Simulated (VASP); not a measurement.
A run of VASP 6.6.1 is set up as follows.

File INCAR:

```
PREC = Accurate
ENCUT = 520
EDIFF = 1E-6
ISMEAR = -1
SIGMA = 0.01
LREAL = F
LASPH = T
NELM = 120
ALGO = Normal
ISIF = 2
LWAVE = F
LCHARG = F
GGA = PE
NELECT = 176.0
NBANDS = 106
GGA_COMPAT = F
```

File KPOINTS:

```
Automatic mesh
0
Gamma
  1 1 1
  0.25 0.25 0.25
```

POSCAR

```
Hf8HO16
1.0
    0.0000000000      5.0697034800      5.1017273300
    5.2943205200      0.0000000000      5.1017273300
    5.2943205200      5.0697034800      0.0000000000
Hf O H
8 16 1
Direct
    0.2403003316     -0.0009684502      0.0252862072
    0.7444053073      0.4918981233      0.5474511150
    0.2834199382      0.4647372551      0.9878638806
    0.7759760431      0.9690262717      0.4917292626
    0.2276570865      0.0192931950      0.5049820146
    0.7280557738      0.5184463594      0.0021845676
    0.2597463781      0.4856023546      0.4736221541
    0.7549484413      1.0026946901      0.9634116234
    0.0380766752      0.3272872259      0.0417865755
    0.5376870464      0.8204594307      0.5448815933
    0.4175438646      0.4568201913      0.6621539958
    0.9112064602      0.9551876813      0.1643144300
    0.1030707705      0.3895123954      0.3452755694
    0.6129258733      0.8782073269      0.8534052503
    0.3530698794      0.6404226521      0.1147099443
    0.8496721933      0.1431401764      0.6120777945
    0.1367163127      0.8525762687      0.4062787581
    0.6410321350      0.3526185782      0.9057508339
    0.4051182458      0.0853117278      0.1416087987
    0.9036968540      0.5829072919      0.6475824330
    0.2133398297      0.1555485640      0.7085647784
    0.7330395719      0.6579804770      0.2103568257
    0.0759689452      0.7740396341      0.8534441888
    0.5862751684      0.2819535144      0.3388789394
    0.8968188183      0.6222174804      0.1674169938
```

Potentials or basis: VASP PAW PBE potentials, release 64 (Hf_pv, O, H).

Launch:

```bash
$ cat potpaw_PBE.64/Hf_pv/POTCAR potpaw_PBE.64/O/POTCAR potpaw_PBE.64/H/POTCAR > POTCAR
$ mpirun -np 1 vasp_std > vasp.out
```

Problem. Estimate the largest force.

Solution. 0.385 eV/Å.

Forces in eV/Å, atoms in the order of the input:
```
Hf   0.110  0.024  0.056
Hf   0.166  0.026  0.083
Hf  -0.049 -0.040 -0.084
Hf  -0.112 -0.041 -0.065
Hf  -0.101 -0.038 -0.038
Hf  -0.138 -0.087 -0.113
Hf  -0.055  0.029 -0.041
Hf  -0.026  0.075 -0.052
O    0.049 -0.007  0.178
O    0.064 -0.018  0.101
O    0.041  0.029 -0.040
O    0.123 -0.017  0.011
O   -0.058  0.074 -0.028
O   -0.024  0.112  0.024
O    0.087 -0.048  0.089
O    0.142  0.006  0.066
O    0.014  0.010 -0.071
O   -0.057 -0.012 -0.035
O    0.094 -0.093  0.071
O    0.114 -0.110  0.082
O   -0.046  0.022 -0.142
O   -0.005 -0.109 -0.253
O   -0.027  0.077  0.153
O    0.063  0.061  0.140
H   -0.367  0.075 -0.090
```

Caveat: the cell carries a net charge on a neutralising background, which shifts energy and pressure.
